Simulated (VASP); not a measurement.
# Au (P6_3/mmc) in VASP: further runs

The runs below take Au through single point, with PBEsol.

Everything below comes from runs of VASP 6.6.1. Logs are shortened: lines on timing, memory, paths and dates and some standing lists are left out, and cuts for length are marked.

## (1) The cell of the first run

It takes space group P6_3/mmc (No. 194, hexagonal). The conventional cell has a = 2.900 Å, b = 2.900 Å, c = 4.636 Å, α = 90.00°, β = 90.00°, γ = 120.00°. Within 3.8 Å of Au (site symmetry -6m2) lie 12 Au at 2.86 to 2.90 Å.

This isn't the form of Au at room conditions, which is fcc.

## (2) Single point, PBEsol (strain +0.000 along x and y, -0.050 along z)

INCAR reads:

```
PREC = Accurate ; ENCUT = 520
EDIFF = 1E-7 ; ISMEAR = 0
SIGMA = 0.15 ; LREAL = F
LASPH = T ; NELM = 60
ALGO = Fast ; ISIF = 2
LWAVE = F ; LCHARG = F
GGA = PS ; NBANDS = 18
```

KPOINTS reads:

```
Automatic mesh
0
Gamma
  18 18 10
```

POSCAR reads:

```
Au
1.0
    2.8999984104      0.0000000000      0.0000000000
   -1.4499992052      2.5114722944      0.0000000000
    0.0000000000      0.0000000000      4.6360000000
Au
2
Direct
    0.3333333333      0.6666666667      0.7500000000
    0.6666666667      0.3333333333      0.2500000000
```

Potentials or basis: VASP PAW PBE potentials, release 64 (Au).

Launch:

```
> cat potpaw_PBE.64/Au/POTCAR > POTCAR
> mpirun -np 1 vasp_std > vasp.out
```

OUTCAR:

```text
PREC = Accurate
   ENCUT = 520
   EDIFF = 1E-7
   ISMEAR = 0
   LREAL = F
   LASPH = T
   NELM = 60
   ISIF = 2
   GGA = PS

 ion  position               nearest neighbor table
   1  0.333  0.667  0.750-   2 2.86   2 2.86   2 2.86   2 2.86   2 2.86   2 2.86
   2  0.667  0.333  0.250-   1 2.86   1 2.86   1 2.86   1 2.86   1 2.86   1 2.86

  LATTYP: Found a hexagonal cell.
 ALAT       =     2.8999984104
 C/A-ratio  =     1.5986215659

  Lattice vectors:

 A1 = (   2.8999984104,   0.0000000000,   0.0000000000)
 A2 = (  -1.4499992052,   2.5114722944,   0.0000000000)
 A3 = (   0.0000000000,   0.0000000000,   4.6360000000)

Analysis of symmetry for initial positions (statically):
=====================================================================
 Subroutine PRICEL returns:
 Original cell was already a primitive cell.

 Routine SETGRP: Setting up the symmetry group for a
 hexagonal supercell.

 Subroutine GETGRP returns: Found 24 space group operations
 (whereof 12 operations were pure point group operations)
 out of a pool of 24 trial point group operations.

The static configuration has the point symmetry D_3d.
 The point group associated with its full space group is D_6h.

Analysis of symmetry for dynamics (positions and initial velocities):
=====================================================================
 Subroutine PRICEL returns:
 Original cell was already a primitive cell.

 Routine SETGRP: Setting up the symmetry group for a
 hexagonal supercell.

 Subroutine GETGRP returns: Found 24 space group operations
 (whereof 12 operations were pure point group operations)
 out of a pool of 24 trial point group operations.

The dynamic configuration has the point symmetry D_3d.
 The point group associated with its full space group is D_6h.

 Subroutine INISYM returns: Found 24 space group operations
 (whereof 12 operations are pure point group operations),
 and found     1 'primitive' translations

----------------------------------------------------------------------------------------

                                     Primitive cell

  volume of cell :      33.7652

  direct lattice vectors                    reciprocal lattice vectors
     2.899998410  0.000000000  0.000000000     0.344827775  0.199086409  0.000000000
    -1.449999205  2.511472294  0.000000000     0.000000000  0.398172818  0.000000000
     0.000000000  0.000000000  4.636000000     0.000000000  0.000000000  0.215703192

  length of vectors
     2.899998410  2.899998410  4.636000000     0.398172818  0.398172818  0.215703192

  position of ions in fractional coordinates (direct lattice)
     0.333333333  0.666666667  0.750000000
     0.666666667  0.333333333  0.250000000

  ion indices of the primitive-cell ions
   primitive index   ion index
                 1           1
                 2           2

----------------------------------------------------------------------------------------

 KPOINTS: Automatic mesh

Automatic generation of k-mesh.
 Grid dimensions read from file:
 generate k-points for:   18   18   10

 Generating k-lattice:

  Cartesian coordinates                     Fractional coordinates (reciprocal lattice)
     0.019157099  0.011060356  0.000000000     0.055555556  0.000000000  0.000000000
     0.000000000  0.022120712  0.000000000     0.000000000  0.055555556  0.000000000
     0.000000000  0.000000000  0.021570319     0.000000000  0.000000000  0.100000000

  Length of vectors
     0.022120712  0.022120712  0.021570319

  Shift w.r.t. Gamma in fractional coordinates (k-lattice)
     0.000000000  0.000000000  0.000000000

 Subroutine IBZKPT returns following result:
 ===========================================

 Found    222 irreducible k-points:

 Following reciprocal coordinates:
            Coordinates               Weight
  0.000000  0.000000  0.000000      1.000000
  0.055556  0.000000  0.000000      6.000000
  0.111111  0.000000  0.000000      6.000000
  0.166667 -0.000000  0.000000      6.000000
  0.222222  0.000000  0.000000      6.000000
  0.277778  0.000000  0.000000      6.000000
[... 16 lines left out ...]
  0.333333  0.111111  0.000000     12.000000
  0.388889  0.111111  0.000000     12.000000
 [... further k-points ...]
   k-points           NKPTS =    222   k-points in BZ     NKDIM =    222   number of bands    NBANDS=     18
   number of dos      NEDOS =    301   number of ions     NIONS =      2
   total plane-waves  NPLWV =  20736
   dimension x,y,z NGX =    24 NGY =   24 NGZ =   36
   dimension x,y,z NGXF=    48 NGYF=   48 NGZF=   72
   ions per type =               2
   NGX,Y,Z   is equivalent  to a cutoff of  13.76, 13.76, 12.91 a.u.
   NGXF,Y,Z  is equivalent  to a cutoff of  27.52, 27.52, 25.82 a.u.
 SYSTEM =  unknown system
   PREC   = accura    normal or accurate (medium, high low for compatibility)
   ISTART =      0    job   : 0-new  1-cont  2-samecut
   ICHARG =      2    charge: 1-file 2-atom 10-const
   ISPIN  =      1    spin polarized calculation?
   LNONCOLLINEAR =      F non collinear calculations
   LSORBIT =      F    spin-orbit coupling
   LASPH  =      T    aspherical Exc in radial PAW
   ENCUT  =  520.0 eV  38.22 Ry    6.18 a.u.   5.39  5.39  8.62*2*pi/ulx,y,z
   NELM   =     60;   NELMIN=  2; NELMDL= -5     # of ELM steps
   EDIFF  = 0.1E-06   stopping-criterion for ELM
   LREAL  =      F    real-space projection
   EDIFFG = 0.1E-05   stopping-criterion for IOM
   NSW    =      0    number of steps for IOM
   IBRION =     -1    ionic relax: 0-MD 1-quasi-New 2-CG
   NFREE  =      0    steps in history (QN), initial steepest desc. (CG)
   ISIF   =      2    stress and relaxation
   ISYM   =      2    0-nonsym 1-usesym 2-fastsym
   POTIM  = 0.5000    time-step for ionic-motion
   TEBEG  =    0.0;   TEEND  =   0.0 temperature during run
   PSTRESS=    0.0 pullay stress
   NELECT =      22.0000    total number of electrons
   NUPDOWN=      -1.0000    fix difference up-down
   EMIN   =  10.00;   EMAX   =-10.00  energy-range for DOS
   EFERMI =   0.00;   METHOD = LEGACY
   ISMEAR =     0;   SIGMA  =   0.15  broadening in eV -4-tet -1-fermi 0-gaus
   EFERMI_NEDOS =   21; number of points for ismear=-14 and -15
   IALGO  =     68    algorithm
   IMIX   =      4    mixing-type and parameters
     AMIX     =   0.40;   BMIX     =  1.00
     AMIX_MAG =   1.60;   BMIX_MAG =  1.00
  volume/ion in A,a.u.               =      16.88       113.93
  Fermi-wavevector in a.u.,A,eV,Ry     =   1.419251  2.681995 27.405852  2.014273
  Thomas-Fermi vector in A             =   2.540291
   LORBIT       =      0    0 simple, 1 ext, 2 COOP (PROOUT), +10 PAW based schemes
   GGA     = PS    functional components
   LHFCALC =     F    Hartree Fock is set to
   AEXX    =    0.0000 exact exchange contribution
   IVDW    =     0    specifies the selected vdW correction
   LEPSILON=     F    determine dielectric tensor
   LRPA    =     F    only Hartree local field effects (RPA)
 non-spin polarized calculation
 RMM-DIIS sequential band-by-band and
 Gauss-broadening in eV      SIGMA  =   0.15
  energy-cutoff  :      520.00
  volume of cell :       33.77
 maximum number of plane-waves:       942
 NGX is ok and might be reduce to    24
   NGX = 11   NGY = 11   NGZ = 17

 number of electron      21.9999999 magnetization

 Free energy of the ion-electron system (eV)
  ---------------------------------------------------
  ext. energy  EPLUGINS =         0.00000000
  ---------------------------------------------------
  free energy    TOTEN  =        -7.81765070 eV

  energy without entropy =       -7.80881130  energy(sigma->0) =       -7.81323100

 E-fermi :   9.3219     XC(G=0): -12.9398

 val. band max:        9.2832415868   @ k =   0.3333   0.0556   0.4000
 cond. band min:       9.3475361830   @ k =   0.4444   0.0556   0.1000
 fundamental gap:      0.0642945962
 Fermi energy:         9.3219330827

 k-point     1 :       0.0000    0.0000    0.0000
  band No.  band energies     occupation
      1      -0.5871      2.00000
      2       2.0628      2.00000
      3       4.8210      2.00000
      4       4.8222      2.00000
      5       4.8222      2.00000
      6       5.2078      2.00000
[... 10 lines left out ...]
     17      27.2612      0.00000
     18      27.2612      0.00000

 k-point     2 :       0.0556    0.0000    0.0000
  band No.  band energies     occupation
      1      -0.4923      2.00000
      2       2.1372      2.00000
      3       4.6461      2.00000
      4       4.8854      2.00000
      5       4.9888      2.00000
      6       5.1760      2.00000
[... 10 lines left out ...]
     17      26.7193      0.00000
     18      26.9875      0.00000

 k-point     3 :       0.1111    0.0000    0.0000
  band No.  band energies     occupation
      1      -0.2137      2.00000
      2       2.3456      2.00000
      3       4.4534      2.00000
      4       5.0604      2.00000
      5       5.0714      2.00000
      6       5.2066      2.00000
[... 10 lines left out ...]
     17      26.2857      0.00000
     18      27.2607      0.00000

 k-point     4 :       0.1667   -0.0000    0.0000
  band No.  band energies     occupation
      1       0.2295      2.00000
      2       2.6332      2.00000
      3       4.2760      2.00000
      4       4.8855      2.00000
      5       4.9450      2.00000
      6       5.2765      2.00000
[... 375 lines left out ...]
      4       4.2894      2.00000
      5       4.6456      2.00000
      6       5.0685      2.00000
[... 10 lines left out ...]
     17      23.4626      0.00000
     18      25.1299      0.00000

 k-point    23 :       0.3333    0.1111    0.0000
  band No.  band energies     occupation
      1       2.5480      2.00000
      2       2.9016      2.00000
      3       3.2378      2.00000
      4       4.5803      2.00000
      5       4.6579      2.00000
      6       5.2161      2.00000
[... 10 lines left out ...]
     17      22.6337      0.00000
     18      24.4377      0.00000

 k-point    24 :       0.3889    0.1111    0.0000
  band No.  band energies     occupation
      1       2.7009      2.00000
      2       2.8013      2.00000
      3       3.0796      2.00000
      4       4.5479      2.00000
      5       5.0156      2.00000
      6       5.1168      2.00000
[... 10 lines left out ...]
     17      21.8838      0.00000
     18      24.0163      0.00000

 [... further k-points ...]

------------------------ aborting loop because EDIFF is reached ----------------------------------------

  FORCE on cell =-STRESS in cart. coord.  units (eV):
  Direction    XX          YY          ZZ          XY          YZ          ZX
  --------------------------------------------------------------------------------------
  -------------------------------------------------------------------------------------
  Total        0.0049601      0.0049601      0.9232954     -0.0000000     -0.0000000      0.0000000
  in kB        0.2353608      0.2353608     43.8108506     -0.0000000     -0.0000000      0.0000000
  external PRESSURE =      14.7605241 kB  Pullay stress =       0.0000000 kB

 VOLUME and BASIS-vectors are now :
 -----------------------------------------------------------------------------
  energy-cutoff  :      520.00
  volume of cell :       33.77
      direct lattice vectors                 reciprocal lattice vectors
     2.899998410  0.000000000  0.000000000     0.344827775  0.199086409  0.000000000
    -1.449999205  2.511472294  0.000000000     0.000000000  0.398172818  0.000000000
     0.000000000  0.000000000  4.636000000     0.000000000  0.000000000  0.215703192

 POSITION                                       TOTAL-FORCE (eV/Angst)
 -----------------------------------------------------------------------------------
     -0.00000      1.67431      3.47700        -0.000000     -0.000000      0.000000
      1.45000      0.83716      1.15900         0.000000      0.000000      0.000000
 -----------------------------------------------------------------------------------
    total drift:                                0.000000     -0.000000      0.000000

  FREE ENERGIE OF THE ION-ELECTRON SYSTEM (eV)
  ---------------------------------------------------
  free  energy   TOTEN  =        -7.8176506959 eV

  energy  without entropy=       -7.8088112973  energy(sigma->0) =       -7.81323100
```

Run time: 2.8 min. Hardware: 1 thread of Intel Xeon 8259CL, shared host; peak memory 0.24 GiB.

What came out:

| Quantity | Value |
| --- | --- |
| Free energy | -7.8177 eV |
| Pressure | 1.5 GPa |
| Band gap on the k mesh | zero (bands 11 and 12 overlap by 6.92 eV) |

Stress tensor (GPa, compression positive):
```
0.02 0.00 0.00
0.00 0.02 0.00
0.00 0.00 4.38
```

Levels at points of the mesh, in eV from the Fermi level:
| k point | band 8 | band 9 | band 10 | band 11 | band 12 | band 13 | band 14 | band 15 |
| --- | --- | --- | --- | --- | --- | --- | --- | --- |
| (0.00, 0.00, 0.00) | -3.73 | -3.73 | -2.07 | -2.07 | -0.79 | 3.46 | 14.37 | 16.59 |
| (0.50, 0.00, 0.00) | -1.94 | -1.70 | -1.69 | 0.31 | 1.43 | 6.18 | 7.69 | 7.79 |
| (0.00, 0.00, 0.50) | -4.61 | -2.55 | -2.55 | -2.55 | -2.55 | 11.87 | 11.87 | 14.70 |
| (0.50, 0.00, 0.50) | -2.33 | -1.78 | -1.78 | 0.44 | 0.44 | 4.00 | 4.00 | 13.50 |

Caveat: the cell differs from its parent crystal (strain +0.000 along x and y, -0.050 along z); the PAW data sets were made with another functional, which shifts forces and pressure a little; spin-orbit coupling is left out, which moves the levels of the heavy elements.

## (3) Single point, PBEsol (strain -0.025 along x and y, +0.000 along z)

INCAR reads:

```
SYSTEM = Au
ALGO     = Normal         ! electronic algorithm
EDIFF    = 1E-6           ! SCF threshold, eV
ENCUT    = 520            ! plane-wave cutoff, eV
GGA      = PS             ! functional
ISIF     = 2              ! what is computed and relaxed
ISMEAR   = 0              ! smearing method
LASPH    = .True.         ! aspherical terms in the spheres
LCHARG   = .False.        ! write CHGCAR
LREAL    = .False.        ! projectors in reciprocal space
LWAVE    = .False.        ! write WAVECAR
NBANDS   = 18             ! bands
NELM     = 80             ! most SCF steps
PREC     = Accurate       ! precision mode
SIGMA    = 0.15           ! smearing width, eV
```

KPOINTS reads:

```
k-points
0
Gamma
  18 18 10
  0 0 0
```

POSCAR reads:

```
Au
1.0
    2.8274984502      0.0000000000      0.0000000000
   -1.4137492251      2.4486854870      0.0000000000
    0.0000000000      0.0000000000      4.8800000000
Au
2
Direct
    0.3333333333      0.6666666667      0.7500000000
    0.6666666667      0.3333333333      0.2500000000
```

Potentials or basis: VASP PAW PBE potentials, release 64 (Au).

Launch:

```
> cat potpaw_PBE.64/Au/POTCAR > POTCAR
> mpirun -np 1 vasp_std > vasp.out
```

It took 2.1 min on 1 thread of Intel Xeon 8259CL, shared host; peak memory 0.24 GiB.

It converged, with:

```yaml
Free_energy: -7.8263 eV
Pressure: 1.5 GPa
Band_gap_on_the_k_mesh: zero (bands 11 and 12 overlap by 7.02 eV)
```

Stress tensor (GPa, compression positive):
```
 2.30  0.00  0.00
 0.00  2.30  0.00
 0.00  0.00 -0.21
```

Levels at points of the mesh, in eV from the Fermi level:
```
           k point  band 7  band 8  band 9  band 10  band 11  band 12  band 13  band 14  band 15  band 16
(0.00, 0.00, 0.00)   -4.37   -3.45   -3.45    -2.19    -2.19    -1.45     2.36    14.70    15.19    16.75
(0.50, 0.00, 0.00)   -3.72   -2.03   -1.77    -1.61     0.41     1.72     5.58     7.12     7.27    10.66
(0.00, 0.00, 0.50)   -4.66   -4.66   -2.65    -2.65    -2.65    -2.65    10.04    10.04    15.01    15.01
(0.50, 0.00, 0.50)   -2.47   -2.47   -1.68    -1.68     0.40     0.40     4.09     4.09    12.83    12.83
```

Caveat: the cell differs from its parent crystal (strain -0.025 along x and y, +0.000 along z); the PAW data sets were made with another functional, which shifts forces and pressure a little; spin-orbit coupling is left out, which moves the levels of the heavy elements.
